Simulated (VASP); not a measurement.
# Ni (Fm-3m) in VASP: notebook, part 2 of 2

VASP 6.6.1. Earlier steps stand in the parts before.

## Step 4: Single point, LDA, collinear spin, ferromagnetic start

The input, INCAR:

```
ALGO = Normal
EDIFF = 1E-6
ENCUT = 520
GGA = CA
ISIF = 2
ISMEAR = 0
ISPIN = 2
LASPH = True
LCHARG = True
LELF = True
LMAXMIX = 4
LORBIT = 11
LREAL = False
LVHAR = True
LWAVE = False
MAGMOM = 1.69
NBANDS = 15
NELM = 150
NUPDOWN = 1.69
PREC = Accurate
SIGMA = 0.1
```

The input, KPOINTS:

```
k-points
0
Gamma
  12 12 12
```

The input, POSCAR:

```
Ni
1.0
    0.0000000000      1.7584000000      1.7584000000
    1.7584000000      0.0000000000      1.7584000000
    1.7584000000      1.7584000000      0.0000000000
Ni
1
Direct
    0.0000000000      0.0000000000      0.0000000000
```

Potentials or basis: VASP PAW LDA potentials, release 64 (Ni).

The run is started by

```
$ cat potpaw_LDA.64/Ni/POTCAR > POTCAR
$ mpirun -np 1 vasp_std > vasp.out
```

OUTCAR:

```text
EDIFF = 1E-6
   ENCUT = 520
   GGA = CA
   ISIF = 2
   ISMEAR = 0
   ISPIN = 2
   LASPH = True
   LORBIT = 11
   LREAL = False
   NELM = 150
   NUPDOWN = 1.69
   PREC = Accurate

 ion  position               nearest neighbor table
   1  0.000  0.000  0.000-

  LATTYP: Found a face centered cubic cell.
 ALAT       =     3.5168000000

  Lattice vectors:

 A1 = (   0.0000000000,   1.7584000000,   1.7584000000)
 A2 = (   1.7584000000,   0.0000000000,   1.7584000000)
 A3 = (   1.7584000000,   1.7584000000,   0.0000000000)

Analysis of symmetry for initial positions (statically):
=====================================================================
 Subroutine PRICEL returns:
 Original cell was already a primitive cell.

 Routine SETGRP: Setting up the symmetry group for a
 face centered cubic supercell.

 Subroutine GETGRP returns: Found 48 space group operations
 (whereof 48 operations were pure point group operations)
 out of a pool of 48 trial point group operations.

The static configuration has the point symmetry O_h .

Analysis of symmetry for dynamics (positions and initial velocities):
=====================================================================
 Subroutine PRICEL returns:
 Original cell was already a primitive cell.

 Routine SETGRP: Setting up the symmetry group for a
 face centered cubic supercell.

 Subroutine GETGRP returns: Found 48 space group operations
 (whereof 48 operations were pure point group operations)
 out of a pool of 48 trial point group operations.

The dynamic configuration has the point symmetry O_h .

Analysis of structural, dynamic, and magnetic symmetry:
=====================================================================
 Subroutine PRICEL returns:
 Original cell was already a primitive cell.

 Routine SETGRP: Setting up the symmetry group for a
 face centered cubic supercell.

 Subroutine GETGRP returns: Found 48 space group operations
 (whereof 48 operations were pure point group operations)
 out of a pool of 48 trial point group operations.

The overall configuration has the point symmetry O_h .

 Subroutine INISYM returns: Found 48 space group operations
 (whereof 48 operations are pure point group operations),
 and found     1 'primitive' translations

----------------------------------------------------------------------------------------

                                     Primitive cell

  volume of cell :      10.8738

  direct lattice vectors                    reciprocal lattice vectors
     0.000000000  1.758400000  1.758400000    -0.284349409  0.284349409  0.284349409
     1.758400000  0.000000000  1.758400000     0.284349409 -0.284349409  0.284349409
     1.758400000  1.758400000  0.000000000     0.284349409  0.284349409 -0.284349409

  length of vectors
     2.486753128  2.486753128  2.486753128     0.492507623  0.492507623  0.492507623

  position of ions in fractional coordinates (direct lattice)
     0.000000000  0.000000000  0.000000000

  ion indices of the primitive-cell ions
   primitive index   ion index
                 1           1

----------------------------------------------------------------------------------------

 KPOINTS: k-points

Automatic generation of k-mesh.
 Grid dimensions read from file:
 generate k-points for:   12   12   12

 Generating k-lattice:

  Cartesian coordinates                     Fractional coordinates (reciprocal lattice)
[... 72 lines left out ...]
   NUPDOWN=       1.6900    fix difference up-down
   EMIN   =  10.00;   EMAX   =-10.00  energy-range for DOS
   EFERMI =   0.00;   METHOD = LEGACY
   ISMEAR =     0;   SIGMA  =   0.10  broadening in eV -4-tet -1-fermi 0-gaus
   EFERMI_NEDOS =   21; number of points for ismear=-14 and -15
   IALGO  =     38    algorithm
   IMIX   =      4    mixing-type and parameters
     AMIX     =   0.40;   BMIX     =  1.00
     AMIX_MAG =   1.60;   BMIX_MAG =  1.00
  volume/ion in A,a.u.               =      10.87        73.38
  Fermi-wavevector in a.u.,A,eV,Ry     =   1.592015  3.008472 34.484126  2.534512
  Thomas-Fermi vector in A             =   2.690466
   LORBIT       =     11    0 simple, 1 ext, 2 COOP (PROOUT), +10 PAW based schemes
   GGA     = CA    functional components
   LHFCALC =     F    Hartree Fock is set to
   AEXX    =    0.0000 exact exchange contribution
   IVDW    =     0    specifies the selected vdW correction
   LEPSILON=     F    determine dielectric tensor
   LRPA    =     F    only Hartree local field effects (RPA)
 spin polarized calculation
 Gauss-broadening in eV      SIGMA  =   0.10
  energy-cutoff  :      520.00
  volume of cell :       10.87
 maximum number of plane-waves:       304
   NGX =  9   NGY =  9   NGZ =  9

 number of electron      10.0000013 magnetization       1.6900003

 Free energy of the ion-electron system (eV)
  ---------------------------------------------------
  ext. energy  EPLUGINS =         0.00000000
  ---------------------------------------------------
  free energy    TOTEN  =        -5.52629749 eV

  energy without entropy =       -5.51856583  energy(sigma->0) =       -5.52243166

 E-fermi :   8.4233     XC(G=0): -13.6764

 val. band max:       12.5089170582   @ k =  -0.4167   0.4167   0.0833
 cond. band min:       8.4236375532   @ k =  -0.4167   0.5000   0.0833
 fundamental gap:     -4.0852795050
 Fermi energy:        12.5447629901

 spin component 1

 k-point     1 :       0.0000    0.0000    0.0000
  band No.  band energies     occupation
      1      -0.2000      1.00000
      2       5.7013      1.00000
      3       5.7013      1.00000
      4       5.7013      1.00000
      5       6.7617      1.00000
      6       6.7617      1.00000
      7      32.6274      0.00000
      8      36.3141      0.00000
      9      36.3141      0.00000
     10      36.3141      0.00000
     11      39.1231      0.00000
     12      39.1231      0.00000
     13      39.1231      0.00000
     14      42.5718      0.00000
[... 403 lines left out ...]
      4       6.0624      1.00000
      5       7.3032      1.00000
      6      10.7015      1.00000
      7      14.6433      0.00000
      8      25.4216      0.00000
      9      30.1373      0.00000
     10      31.5018      0.00000
     11      40.5492      0.00000
     12      41.1436      0.00000
     13      47.8820      0.00000
     14      50.3749      0.00000
     15      51.8706      0.00000

 [... further k-points ...]

 spin component 2

 k-point     1 :       0.0000    0.0000    0.0000
  band No.  band energies     occupation
      1       0.3563      1.00000
      2       7.1242      1.00000
      3       7.1242      1.00000
      4       7.1242      1.00000
      5       8.1895      0.99953
      6       8.1895      0.99953
      7      33.1261      0.00000
      8      36.8922      0.00000
      9      36.8922      0.00000
     10      36.8922      0.00000
     11      39.8734      0.00000
     12      39.8734      0.00000
     13      39.8734      0.00000
     14      43.0628      0.00000
[... 403 lines left out ...]
      4       7.4401      1.00000
      5       8.8117      0.00000
      6      11.6355      0.00000
      7      15.6059      0.00000
      8      26.1243      0.00000
      9      30.8175      0.00000
     10      32.1130      0.00000
     11      41.2172      0.00000
     12      41.7643      0.00000
     13      48.6771      0.00000
     14      51.3554      0.00000
     15      52.5424      0.00000

 [... further k-points ...]

------------------------ aborting loop because EDIFF is reached ----------------------------------------

  FORCE on cell =-STRESS in cart. coord.  units (eV):
  Direction    XX          YY          ZZ          XY          YZ          ZX
  --------------------------------------------------------------------------------------
  -------------------------------------------------------------------------------------
  Total       -0.0105881     -0.0105881     -0.0105881      0.0000000      0.0000000     -0.0000000
  in kB       -1.5600820     -1.5600820     -1.5600820      0.0000000      0.0000000     -0.0000000
  external PRESSURE =      -1.5600820 kB  Pullay stress =       0.0000000 kB

 VOLUME and BASIS-vectors are now :
 -----------------------------------------------------------------------------
  energy-cutoff  :      520.00
  volume of cell :       10.87
      direct lattice vectors                 reciprocal lattice vectors
     0.000000000  1.758400000  1.758400000    -0.284349409  0.284349409  0.284349409
     1.758400000  0.000000000  1.758400000     0.284349409 -0.284349409  0.284349409
     1.758400000  1.758400000  0.000000000     0.284349409  0.284349409 -0.284349409

 POSITION                                       TOTAL-FORCE (eV/Angst)
 -----------------------------------------------------------------------------------
      0.00000      0.00000      0.00000        -0.000000     -0.000000     -0.000000
 -----------------------------------------------------------------------------------
    total drift:                                0.000000     -0.000000      0.000000

  FREE ENERGIE OF THE ION-ELECTRON SYSTEM (eV)
  ---------------------------------------------------
  free  energy   TOTEN  =        -5.5262974923 eV

  energy  without entropy=       -5.5185658342  energy(sigma->0) =       -5.52243166

 total charge

# of ion       s       p       d       tot
------------------------------------------
    1        0.534   0.615   8.124   9.273

 magnetization (x)

# of ion       s       p       d       tot
------------------------------------------
    1        0.051   0.158   1.396   1.606
```

OSZICAR:

```text
N       E                     dE             d eps       ncg     rms          rms(c)
DAV:   1     0.331458917293E+02    0.33146E+02   -0.42176E+03  4620   0.861E+02
DAV:   2    -0.569000121692E+01   -0.38836E+02   -0.35847E+02  4859   0.163E+02
DAV:   3    -0.712005981030E+01   -0.14301E+01   -0.14219E+01  5363   0.307E+01
DAV:   4    -0.712882502468E+01   -0.87652E-02   -0.87638E-02  5258   0.230E+00
DAV:   5    -0.712893404289E+01   -0.10902E-03   -0.10902E-03  5396   0.231E-01    0.124E+01
DAV:   6    -0.577434730695E+01    0.13546E+01   -0.14617E+01  6231   0.491E+01    0.741E+00
DAV:   7    -0.555228611500E+01    0.22206E+00   -0.13074E+00  5291   0.142E+01    0.316E+00
DAV:   8    -0.553590611019E+01    0.16380E-01   -0.11383E-02  5380   0.881E-01    0.167E+00
DAV:   9    -0.552733441627E+01    0.85717E-02   -0.32911E-03  7137   0.420E-01    0.326E-01
DAV:  10    -0.552643242664E+01    0.90199E-03   -0.13549E-03  7042   0.269E-01    0.763E-02
DAV:  11    -0.552629460687E+01    0.13782E-03   -0.16951E-04  7499   0.843E-02    0.384E-02
DAV:  12    -0.552629772688E+01   -0.31200E-05   -0.29884E-06  4922   0.153E-02    0.104E-02
DAV:  13    -0.552629749226E+01    0.23463E-06   -0.61226E-07  4078   0.771E-03
   1 F= -.55262975E+01 E0= -.55224317E+01  d E =-.773166E-02  mag=     1.6900
```

stdout:

```text
POSCAR found type information on POSCAR Ni
 POSCAR found :  1 types and       1 ions
 scaLAPACK will be used
 LDA part: xc-table for (Slater(with rela. corr.)+CA(PZ))
 , standard interpolation
 POSCAR, INCAR and KPOINTS ok, starting setup
 FFT: planning ... GRIDC
 FFT: planning ... GRID_SOFT
 FFT: planning ... GRID
 WAVECAR not read
 entering main loop
```

Run time: 39 s. Hardware: 1 thread of Intel Xeon 8259CL, shared host; peak memory 0.13 GiB.

Results:

```yaml
Free_energy: -5.5263 eV
Pressure: -0.2 GPa
Net_moment: 1.69 μB per cell
Site_moments: Ni +1.61 μB
Valence_electrons_inside_the_program's_atomic_spheres: Ni 9.27
```

Caveat: the total moment is fixed, so each spin has its own Fermi level.

## Step 5: Single point, LDA, collinear spin, ferromagnetic start

The input, INCAR:

```
PREC = Accurate ; ENCUT = 520
EDIFF = 1E-6 ; ISMEAR = 0
SIGMA = 0.1 ; LREAL = False
LASPH = True ; NELM = 150
ALGO = Normal ; ISIF = 2
LWAVE = False ; LCHARG = False
ISPIN = 2 ; MAGMOM = 0.2
LORBIT = 11 ; LMAXMIX = 4
NBANDS = 15
```

The input, KPOINTS:

```
regular mesh
0
Gamma
  12 12 12
```

POSCAR is that of step 4.

Potentials or basis: VASP PAW LDA potentials, release 64 (Ni).

The run is started by

```
$ cat potpaw_LDA.64/Ni/POTCAR > POTCAR
$ mpirun -np 1 vasp_std > vasp.out
```

OUTCAR:

```text
PREC = Accurate
   ENCUT = 520
   EDIFF = 1E-6
   ISMEAR = 0
   LREAL = False
   LASPH = True
   NELM = 150
   ISIF = 2
   ISPIN = 2
   LORBIT = 11

 ion  position               nearest neighbor table
   1  0.000  0.000  0.000-

  LATTYP: Found a face centered cubic cell.
 ALAT       =     3.5168000000

  Lattice vectors:

 A1 = (   0.0000000000,   1.7584000000,   1.7584000000)
 A2 = (   1.7584000000,   0.0000000000,   1.7584000000)
 A3 = (   1.7584000000,   1.7584000000,   0.0000000000)

Analysis of symmetry for initial positions (statically):
=====================================================================
 Subroutine PRICEL returns:
 Original cell was already a primitive cell.

 Routine SETGRP: Setting up the symmetry group for a
 face centered cubic supercell.

 Subroutine GETGRP returns: Found 48 space group operations
 (whereof 48 operations were pure point group operations)
 out of a pool of 48 trial point group operations.

The static configuration has the point symmetry O_h .

Analysis of symmetry for dynamics (positions and initial velocities):
=====================================================================
 Subroutine PRICEL returns:
 Original cell was already a primitive cell.

 Routine SETGRP: Setting up the symmetry group for a
 face centered cubic supercell.

 Subroutine GETGRP returns: Found 48 space group operations
 (whereof 48 operations were pure point group operations)
 out of a pool of 48 trial point group operations.

The dynamic configuration has the point symmetry O_h .

Analysis of structural, dynamic, and magnetic symmetry:
=====================================================================
 Subroutine PRICEL returns:
 Original cell was already a primitive cell.

 Routine SETGRP: Setting up the symmetry group for a
 face centered cubic supercell.

 Subroutine GETGRP returns: Found 48 space group operations
 (whereof 48 operations were pure point group operations)
 out of a pool of 48 trial point group operations.

The overall configuration has the point symmetry O_h .

[... 160 lines left out ...]
      6       7.8515      1.00000
      7      32.8255      0.00000
      8      36.5807      0.00000
      9      36.5807      0.00000
     10      36.5807      0.00000
     11      39.5464      0.00000
     12      39.5464      0.00000
     13      39.5464      0.00000
     14      42.7331      0.00000
[... 403 lines left out ...]
      4       7.0717      1.00000
      5       8.4026      1.00000
      6      11.2904      0.00000
      7      15.2447      0.00000
      8      25.8050      0.00000
      9      30.5043      0.00000
     10      31.7950      0.00000
     11      40.9022      0.00000
     12      41.4517      0.00000
     13      48.3511      0.00000
     14      51.0147      0.00000
     15      52.2201      0.00000

 [... further k-points ...]

 spin component 2

 k-point     1 :       0.0000    0.0000    0.0000
  band No.  band energies     occupation
      1       0.0838      1.00000
      2       7.2866      1.00000
      3       7.2866      1.00000
      4       7.2866      1.00000
      5       8.3895      1.00000
      6       8.3895      1.00000
      7      32.8009      0.00000
      8      36.6235      0.00000
      9      36.6235      0.00000
     10      36.6235      0.00000
     11      39.6985      0.00000
     12      39.6985      0.00000
     13      39.6985      0.00000
     14      42.7057      0.00000
[... 403 lines left out ...]
      4       7.6059      1.00000
      5       9.0289      0.45136
      6      11.5915      0.00000
      7      15.5566      0.00000
      8      25.9265      0.00000
      9      30.6173      0.00000
     10      31.8577      0.00000
     11      41.0004      0.00000
     12      41.5101      0.00000
     13      48.4912      0.00000
     14      51.1822      0.00000
     15      52.3292      0.00000

 [... further k-points ...]

------------------------ aborting loop because EDIFF is reached ----------------------------------------

  FORCE on cell =-STRESS in cart. coord.  units (eV):
  Direction    XX          YY          ZZ          XY          YZ          ZX
  --------------------------------------------------------------------------------------
  -------------------------------------------------------------------------------------
  Total       -1.1511561     -1.1511561     -1.1511561      0.0000000      0.0000000      0.0000000
  in kB     -169.6140291   -169.6140291   -169.6140291      0.0000000      0.0000000      0.0000000
  external PRESSURE =    -169.6140291 kB  Pullay stress =       0.0000000 kB

 VOLUME and BASIS-vectors are now :
 -----------------------------------------------------------------------------
  energy-cutoff  :      520.00
  volume of cell :       10.87
      direct lattice vectors                 reciprocal lattice vectors
     0.000000000  1.758400000  1.758400000    -0.284349409  0.284349409  0.284349409
     1.758400000  0.000000000  1.758400000     0.284349409 -0.284349409  0.284349409
     1.758400000  1.758400000  0.000000000     0.284349409  0.284349409 -0.284349409

 POSITION                                       TOTAL-FORCE (eV/Angst)
 -----------------------------------------------------------------------------------
      0.00000      0.00000      0.00000        -0.000000     -0.000000     -0.000000
 -----------------------------------------------------------------------------------
    total drift:                                0.000000     -0.000000     -0.000000

  FREE ENERGIE OF THE ION-ELECTRON SYSTEM (eV)
  ---------------------------------------------------
  free  energy   TOTEN  =        -6.5327489442 eV

  energy  without entropy=       -6.5211236843  energy(sigma->0) =       -6.52693631

 total charge

# of ion       s       p       d       tot
------------------------------------------
    1        0.499   0.496   8.326   9.321

 magnetization (x)

# of ion       s       p       d       tot
------------------------------------------
    1       -0.006  -0.019   0.606   0.581
```

OSZICAR:

```text
N       E                     dE             d eps       ncg     rms          rms(c)
DAV:   1     0.318837273739E+02    0.31884E+02   -0.42052E+03  4620   0.859E+02
DAV:   2    -0.616537740541E+01   -0.38049E+02   -0.35237E+02  4866   0.161E+02
DAV:   3    -0.762533912494E+01   -0.14600E+01   -0.14397E+01  5370   0.309E+01
DAV:   4    -0.763443179680E+01   -0.90927E-02   -0.90898E-02  5287   0.234E+00
DAV:   5    -0.763454999777E+01   -0.11820E-03   -0.11820E-03  5377   0.238E-01    0.100E+01
DAV:   6    -0.692624210987E+01    0.70831E+00   -0.15133E+01  6238   0.426E+01    0.626E+00
DAV:   7    -0.654926577259E+01    0.37698E+00   -0.27822E+00  5630   0.165E+01    0.187E+00
DAV:   8    -0.653579005773E+01    0.13476E-01   -0.42810E-02  5322   0.138E+00    0.751E-01
DAV:   9    -0.653322648374E+01    0.25636E-02   -0.25148E-03  6898   0.327E-01    0.289E-01
DAV:  10    -0.653277276594E+01    0.45372E-03   -0.26320E-04  7228   0.975E-02    0.169E-01
DAV:  11    -0.653274096587E+01    0.31800E-04   -0.55045E-04  6111   0.192E-01    0.308E-02
DAV:  12    -0.653274911497E+01   -0.81491E-05   -0.36907E-05  6527   0.541E-02    0.161E-02
DAV:  13    -0.653274894424E+01    0.17073E-06   -0.30350E-06  4767   0.164E-02
   1 F= -.65327489E+01 E0= -.65269363E+01  d E =-.116253E-01  mag=     0.5773
```

stdout:

```text
POSCAR found type information on POSCAR Ni
 POSCAR found :  1 types and       1 ions
 scaLAPACK will be used
 LDA part: xc-table for (Slater(with rela. corr.)+CA(PZ))
 , standard interpolation
 POSCAR, INCAR and KPOINTS ok, starting setup
 FFT: planning ... GRIDC
 FFT: planning ... GRID_SOFT
 FFT: planning ... GRID
 WAVECAR not read
 entering main loop
```

Run time: 37 s. Hardware: 1 thread of Intel Xeon 8259CL, shared host; peak memory 0.13 GiB.

Results:

```
Free energy                                           : -6.5327 eV
Pressure                                              : -17.0 GPa
Net moment                                            : 0.57 μB per cell
Site moments                                          : Ni +0.58 μB
Valence electrons inside the program's atomic spheres : Ni 9.32
```

Caveat: the cell stands under tension.

## Step 6: The runs side by side

| fixed moment (μB) | pressure (GPa) | moment (μB) |
| --- | --- | --- |
| 0.73 | -15.9 | 0.73 |
| 1.21 | -10.4 | 1.21 |
| 1.69 | -0.2 | 1.69 |
| - | -17.0 | 0.57 |

Alike in all rows: task single point; level LDA; potentials or basis VASP PAW LDA potentials, release 64 (Ni); spin collinear, ferromagnetic start; cell as given; k mesh 12 × 12 × 12; cutoff (eV) 520; smearing gaussian 0.1 eV.

Caveats: the cell stands under tension (at least some runs); the total moment is fixed, so each spin has its own Fermi level (at least some runs).

Total energies depend on the potentials used, so only differences within one code and one set of settings carry meaning.
